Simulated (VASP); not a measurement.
# Fe (Fm-3m) in VASP: further runs, part 2 of 2

VASP 6.6.1. The steps go on from the part before.

### Step 5. Single point, PBE, collinear spin, antiferromagnetic start

Input file INCAR:

```
  ALGO = Normal
  EDIFF = 1E-6
  ENCUT = 520
  GGA = PE
  ISIF = 2
  ISMEAR = 0
  ISPIN = 2
  LASPH = T
  LCHARG = T
  LELF = T
  LMAXMIX = 4
  LORBIT = 11
  LREAL = F
  LVHAR = T
  LWAVE = F
  MAGMOM = 4 -4
  NBANDS = 19
  NELM = 150
  PREC = Accurate
  SIGMA = 0.1
```

Input file KPOINTS:

```
k-points
0
Gamma
  6 12 12
```

Input file POSCAR:

```
Fe
1.0
    0.0000000000      3.5570000000      3.5570000000
    1.7785000000      0.0000000000      1.7785000000
    1.7785000000      1.7785000000      0.0000000000
Fe
2
Direct
    0.0000000000      0.0000000000      0.0000000000
    0.5000000000      0.0000000000      0.0000000000
```

Command:

```console
> cat potpaw_PBE.64/Fe/POTCAR > POTCAR
> mpirun -np 1 vasp_std > vasp.out
```

Wall time 3.1 min (1 thread of Intel Xeon 8259CL, shared host); peak memory 0.2 GiB.

The run converged. Its results:

```yaml
Free_energy: -16.1246 eV
Pressure: -10.1 GPa
Band_gap_on_the_k_mesh: zero (filled and empty bands overlap)
Net_moment: 0.00 μB per cell
Site_moments: Fe +1.52, -1.52 μB
Valence_electrons_inside_the_program's_atomic_spheres: Fe 7.28
```

Stress tensor (GPa, compression positive):
```
-10.07  -3.28  -3.28
 -3.28 -10.07   3.28
 -3.28   3.28 -10.07
```

Levels at points of the mesh, in eV from the Fermi level:
Spin up:
| k point | band 6 | band 7 | band 8 | band 9 | band 10 | band 11 |
| --- | --- | --- | --- | --- | --- | --- |
| (0.00, 0.00, 0.00) | -1.52 | -1.52 | -0.11 | -0.11 | -0.02 | 1.18 |
| (0.50, 0.00, 0.00) | -1.58 | -1.00 | -1.00 | -0.55 | -0.55 | 0.83 |
| (0.00, 0.50, 0.00) | 0.02 | 0.11 | 0.63 | 1.11 | 1.15 | 1.68 |
| (0.50, 0.50, 0.00) | -1.43 | -1.13 | 0.13 | 0.33 | 1.67 | 3.06 |
Spin down:
```csv
k point,band 6,band 7,band 8,band 9,band 10,band 11
"(0.00, 0.00, 0.00)",-1.52,-1.52,-0.11,-0.11,-0.02,1.18
"(0.50, 0.00, 0.00)",-1.58,-1.00,-1.00,-0.55,-0.55,0.83
"(0.00, 0.50, 0.00)",0.02,0.11,0.63,1.11,1.15,1.68
"(0.50, 0.50, 0.00)",-1.43,-1.13,0.13,0.33,1.67,3.06
```

Caveat: the cell stands under tension.

### Step 6. Single point, PBE, collinear spin, ferromagnetic start

Input file INCAR:

```
SYSTEM = Fe
  ALGO = Normal
  EDIFF = 1E-6
  ENCUT = 520
  GGA = PE
  ISIF = 2
  ISMEAR = 0
  ISPIN = 2
  LASPH = .TRUE.
  LCHARG = .FALSE.
  LMAXMIX = 4
  LORBIT = 11
  LREAL = .FALSE.
  LWAVE = .FALSE.
  MAGMOM = 4 4
  NBANDS = 19
  NELM = 150
  PREC = Accurate
  SIGMA = 0.1
```

Input file KPOINTS:

```
k-points
0
G
  6 12 12
  0 0 0
```

POSCAR is that of step 5.

Potentials or basis: VASP PAW PBE potentials, release 64 (Fe).

Command:

```console
> cat potpaw_PBE.64/Fe/POTCAR > POTCAR
> mpirun -np 1 vasp_std > vasp.out
```

OUTCAR:

```text
SYSTEM = Fe
   EDIFF = 1E-6
   ENCUT = 520
   GGA = PE
   ISIF = 2
   ISMEAR = 0
   ISPIN = 2
   LASPH = .TRUE.
   LORBIT = 11
   LREAL = .FALSE.
   NELM = 150
   PREC = Accurate

 ion  position               nearest neighbor table
   1  0.000  0.000  0.000-   2 2.52   2 2.52   2 2.52   2 2.52   2 2.52   2 2.52
   2  0.500  0.000  0.000-   1 2.52   1 2.52   1 2.52   1 2.52   1 2.52   1 2.52

  LATTYP: Found a trigonal (rhomboedric) cell.
 ALAT       =     4.3564175075
 COS(alpha) =     0.8333333333

  Lattice vectors:

 A1 = (   1.7785000000,  -1.7785000000,  -3.5570000000)
[... 1319 lines left out ...]

 VOLUME and BASIS-vectors are now :
 -----------------------------------------------------------------------------
  energy-cutoff  :      520.00
  volume of cell :       22.50
      direct lattice vectors                 reciprocal lattice vectors
     0.000000000  3.557000000  3.557000000    -0.140567894  0.140567894  0.140567894
     1.778500000  0.000000000  1.778500000     0.281135789 -0.281135789  0.281135789
     1.778500000  1.778500000  0.000000000     0.281135789  0.281135789 -0.281135789

 POSITION                                       TOTAL-FORCE (eV/Angst)
 -----------------------------------------------------------------------------------
      0.00000      0.00000      0.00000         0.000000      0.000000      0.000000
      0.00000      1.77850      1.77850        -0.000000     -0.000000     -0.000000
 -----------------------------------------------------------------------------------
    total drift:                               -0.000000     -0.000000     -0.000000

  FREE ENERGIE OF THE ION-ELECTRON SYSTEM (eV)
  ---------------------------------------------------
  free  energy   TOTEN  =       -16.1284903799 eV

  energy  without entropy=      -16.1099384761  energy(sigma->0) =      -16.11921443

 total charge

# of ion       s       p       d       tot
------------------------------------------
    1        0.498   0.549   6.244   7.291
    2        0.498   0.549   6.244   7.291
--------------------------------------------------
tot          0.996   1.097  12.488  14.582

 magnetization (x)

# of ion       s       p       d       tot
------------------------------------------
    1       -0.018  -0.045   2.360   2.297
    2       -0.018  -0.045   2.360   2.297
--------------------------------------------------
tot         -0.036  -0.090   4.721   4.595
```

OSZICAR:

```text
N       E                     dE             d eps       ncg     rms          rms(c)
DAV:   1     0.781127693320E+02    0.78113E+02   -0.78038E+03  8072   0.115E+03
DAV:   2    -0.134635445969E+02   -0.91576E+02   -0.81383E+02  7496   0.202E+02
DAV:   3    -0.170325165409E+02   -0.35690E+01   -0.34521E+01  8324   0.514E+01
DAV:   4    -0.170603337987E+02   -0.27817E-01   -0.27805E-01  8361   0.426E+00
DAV:   5    -0.170606387197E+02   -0.30492E-03   -0.30491E-03  8399   0.410E-01    0.175E+01
DAV:   6    -0.162008574475E+02    0.85978E+00   -0.55269E+00  8064   0.483E+01    0.644E+00
DAV:   7    -0.161595215331E+02    0.41336E-01   -0.48576E-01  8791   0.114E+01    0.474E+00
DAV:   8    -0.161432782181E+02    0.16243E-01   -0.12781E-02  9558   0.103E+00    0.182E+00
DAV:   9    -0.161285070813E+02    0.14771E-01   -0.29196E-03 10924   0.109E+00    0.357E-01
DAV:  10    -0.161284365766E+02    0.70505E-04   -0.15223E-03  9135   0.512E-01    0.721E-02
DAV:  11    -0.161284432706E+02   -0.66940E-05   -0.37060E-05  9993   0.777E-02    0.343E-02
DAV:  12    -0.161284667851E+02   -0.23515E-04   -0.10848E-05 10035   0.355E-02    0.533E-02
DAV:  13    -0.161284712146E+02   -0.44295E-05   -0.17646E-06  7212   0.193E-02    0.489E-02
DAV:  14    -0.161284736372E+02   -0.24226E-05   -0.21393E-06  7441   0.246E-02    0.347E-02
DAV:  15    -0.161284890533E+02   -0.15416E-04   -0.23801E-05 10605   0.910E-02    0.104E-02
DAV:  16    -0.161284903457E+02   -0.12924E-05   -0.63424E-06  7776   0.372E-02    0.161E-03
DAV:  17    -0.161284903799E+02   -0.34169E-07   -0.58535E-07  4384   0.750E-03
   1 F= -.16128490E+02 E0= -.16119214E+02  d E =-.185519E-01  mag=     4.6180
```

Wall time 2.3 min (1 thread of Intel Xeon 8259CL, shared host); peak memory 0.2 GiB.

What came out:

| Property | Result |
| --- | --- |
| Free energy | -16.1285 eV |
| Pressure | 7.8 GPa |
| Net moment | 4.62 μB per cell |
| Site moments | Fe +2.30 μB |
| Valence electrons inside the program's atomic spheres | Fe 7.29 |

Levels at points of the mesh, in eV from the Fermi level:
Spin up:
```csv
k point,band 8,band 9,band 10,band 11,band 12,band 13
"(0.00, 0.00, 0.00)",-1.24,-1.24,-0.21,-0.21,-0.05,6.76
"(0.50, 0.00, 0.00)",-2.16,-1.05,-1.05,-1.05,-1.05,14.83
"(0.00, 0.50, 0.00)",-0.21,-0.05,0.11,0.11,2.73,6.76
"(0.50, 0.50, 0.00)",-1.48,-0.13,-0.13,2.86,2.86,9.13
```
Spin down:
```
           k point  band 3  band 4  band 5  band 6  band 7  band 8  band 9  band 10
(0.00, 0.00, 0.00)   -0.25   -0.25   -0.25   -0.22   -0.22    0.10    1.49     1.49
(0.50, 0.00, 0.00)   -0.93   -0.93    0.07    0.07    0.07    0.07    1.53     1.53
(0.00, 0.50, 0.00)   -2.78   -0.22   -0.22    0.10    2.35    2.35    2.48     2.50
(0.50, 0.50, 0.00)   -2.00   -2.00   -0.53   -0.53    0.97    0.97    2.42     2.42
```

Caveat: the cell stands under pressure.

### Step 7. Overview

| spin | gap on the mesh (eV) | pressure (GPa) | moment (μB) |
| --- | --- | --- | --- |
| off | none | -21.8 | - |
| collinear, zero start | none | -21.7 | 0.00 |
| collinear, ferromagnetic start | none | 7.8 | 4.62 |
| collinear, antiferromagnetic start | none | -10.1 | 0.00 |

Alike in all rows: task single point; level PBE; potentials or basis VASP PAW PBE potentials, release 64 (Fe); cell as given; k mesh 6 × 12 × 12; cutoff (eV) 520; smearing gaussian 0.1 eV.

Caveats: the cell stands under tension (at least some runs); the cell stands under pressure (at least some runs).

Absolute energies hang on the potentials; compare differences alone.
